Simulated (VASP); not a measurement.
## Al3Si2B: single point with PBE

The system is Al3Si2B.

```
CELL_PARAMETERS angstrom
0.00000 2.39568 5.09559
4.59186 0.00000 5.09559
4.59186 2.39568 0.00000
ATOMIC_POSITIONS crystal
Al 0.20596 0.20596 0.79404
Al 0.79404 0.79404 0.20596
Al 0.50000 0.50000 0.50000
Si 0.21155 0.78845 0.78845
Si 0.78845 0.21155 0.21155
B 0.00000 0.00000 0.00000
```

The cell was generated, and may not be a known phase.

```json
{"Program": "VASP 6.6.1", "Task": "single point", "Functional": "PBE", "Potentials or basis": "VASP PAW PBE potentials, release 64 (Al, Si, B)", "Cutoff": "520 eV", "k mesh": "4 × 4 × 4", "Occupations": "gaussian, width 0.1 eV", "Spin": "no spin polarisation"}
```

The pressure is -0.1 GPa. The largest force is 0.013 eV/Å and the band gap on the k mesh is zero (bands 10 and 11 overlap by 2.18 eV).

Forces on the atoms (eV/Å):
```
Al   0.000  0.000  0.013
Al   0.000  0.000 -0.013
Al   0.000  0.000  0.000
Si   0.001  0.000  0.000
Si  -0.001  0.000  0.000
B    0.000  0.000  0.000
```

Stress tensor (GPa, compression positive):
```
-0.06  0.00  0.00
 0.00 -0.16  0.00
 0.00  0.00 -0.03
```

Levels at points of the mesh, in eV from the Fermi level:
```tsv
k point	band 8	band 9	band 10	band 11	band 12	band 13
(0.00, 0.00, 0.00)	-3.15	-1.80	-1.07	-0.69	0.31	1.00
(0.50, 0.00, 0.00)	-1.51	-0.90	-0.14	0.79	1.33	1.76
(0.50, 0.50, 0.00)	-2.80	-1.50	-0.63	-0.32	0.72	2.47
(0.50, 0.00, 0.50)	-1.57	-0.77	0.86	0.87	2.36	2.64
(0.00, 0.50, 0.50)	-2.40	-1.43	-1.06	-0.58	-0.17	1.75
```

Run time: 57 s on 1 thread of Intel(R) Xeon(R) Platinum 8259CL CPU @ 2.50GHz (Skylake/Cascade Lake), on a shared host, peak memory 0.28 GiB.

Caveat: the k points lie up to 0.40 Å⁻¹ apart, too coarse for converged energies and pressures of a metal.
